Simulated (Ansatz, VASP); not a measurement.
# TiSi2: VASP beside Ansatz

Contents of INCAR:

```
ALGO = Normal
EDIFF = 1E-8
ENCUT = 520
GGA = PS
ISIF = 2
ISMEAR = -1
LASPH = T
LCHARG = F
LEFG = T
LREAL = F
LWAVE = F
NBANDS = 29
NELM = 80
PREC = Accurate
SIGMA = 0.05
```

KPOINTS

```
k-points
0
Gamma
  13 13 13
```

POSCAR

```
TiSi2
1.0
    0.0000000000      4.1180000000      4.2615000000
    2.3865000000      0.0000000000      4.2615000000
    2.3865000000      4.1180000000      0.0000000000
Ti Si
2 4
Direct
    0.7500000000      0.7500000000      0.7500000000
    0.5000000000      0.5000000000      0.5000000000
    0.0868558212      0.4131441788      0.0868558212
    0.4131441788      0.0868558212      0.4131441788
    0.1631441788      0.8368558212      0.1631441788
    0.8368558212      0.1631441788      0.8368558212
```

Input for Ansatz:

```yaml
crystal:
  lattice:
    - [0.0, 4.118, 4.2615]
    - [2.3865, 0.0, 4.2615]
    - [2.3865, 4.118, 0.0]
  atoms:
    - { symbol: Ti, position: [0.75, 0.75, 0.75] }
    - { symbol: Ti, position: [0.5, 0.5, 0.5] }
    - { symbol: Si, position: [0.0868558212, 0.4131441788, 0.0868558212] }
    - { symbol: Si, position: [0.4131441788, 0.0868558212, 0.4131441788] }
    - { symbol: Si, position: [0.1631441788, 0.8368558212, 0.1631441788] }
    - { symbol: Si, position: [0.8368558212, 0.1631441788, 0.8368558212] }
kpoints:
  mp_grid: { grid: [13, 13, 13] }
scf:
  occupations: { method: fermi_dirac, width: 0.05 }
hamiltonian:
  xc: pbesol
  pseudopotentials: { kind: paw }
output:
  forces: true
  stress: true
  populations: true
  efg: { quadrupole_moments_barn: { Ti: 0.247 }, contact_densities: true }
```

Alike in both runs: task electric field gradients; functional PBEsol; k mesh 13 × 13 × 13; occupations fermi-dirac, width 0.05 eV; no spin polarisation.

```csv
,VASP,Ansatz
version,VASP 6.6.1,Ansatz 0.2.0
potentials or method,"VASP PAW PBE potentials, release 64 (Ti_sv, Si)","plane-wave PAW, scalar-relativistic"
plane-wave cutoff (eV),520,420
valence electrons in the cell,40,40
```

Ansatz gave:

* pressure (GPa): -1.7
* traceless stress, the component that is largest in VASP (GPa): -0.65
* rms of the force components (eV/Å): 0.013
* size of Vzz on the site where it differs most (V/Å²): 13.7

Question: What did VASP give for the same quantities?

Answer: Pressure (GPa): -1.6; traceless stress, the component that is largest in VASP (GPa): -0.68; rms of the force components (eV/Å): 0.014; size of Vzz on the site where it differs most (V/Å²): 12.5.

VASP's potentials were made for PBE, not for PBEsol. Atom by atom the forces differ by 0.000 eV/Å (rms over components). With one functional, cell and mesh, what is left measures potentials, basis and numerics.
